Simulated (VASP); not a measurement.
Here is a VASP 6.6.1 calculation.

The input INCAR:

```
SYSTEM = Sr3Ni
  ALGO = Normal
  EDIFF = 1E-6
  ENCUT = 520
  GGA = PE
  ISIF = 2
  ISMEAR = 0
  LASPH = .TRUE.
  LCHARG = .FALSE.
  LREAL = .FALSE.
  LWAVE = .FALSE.
  NBANDS = 28
  NELM = 80
  PREC = Accurate
  SIGMA = 0.1
```

The input KPOINTS:

```
k-points
0
G
  4 4 4
  0 0 0
```

File POSCAR:

```
Sr3Ni
1.0
    5.2692990227      0.0000000000      0.0000000000
    0.0000000000      5.2692990227      0.0000000000
    0.0000000000      0.0000000000      5.2692990227
Sr Ni
3 1
Direct
    0.0000000000      0.5000000000      0.5000000000
    0.5000000000      0.0000000000      0.5000000000
    0.5000000000      0.5000000000      0.0000000000
    0.0000000000      0.0000000000      0.0000000000
```

Potentials or basis: VASP PAW PBE potentials, release 64 (Sr_sv, Ni).

Command:

```bash
$ cat potpaw_PBE.64/Sr_sv/POTCAR potpaw_PBE.64/Ni/POTCAR > POTCAR
$ mpirun -np 1 vasp_std > vasp.out
```

Problem. Predict the band gap on the k mesh.

Solution. Zero (bands 20 and 21 overlap by 1.13 eV).

Problem. Estimate the pressure.

Solution. 0.2 GPa.

Spin polarisation is off, so any magnetic state and its effect on volume and gap are missing.
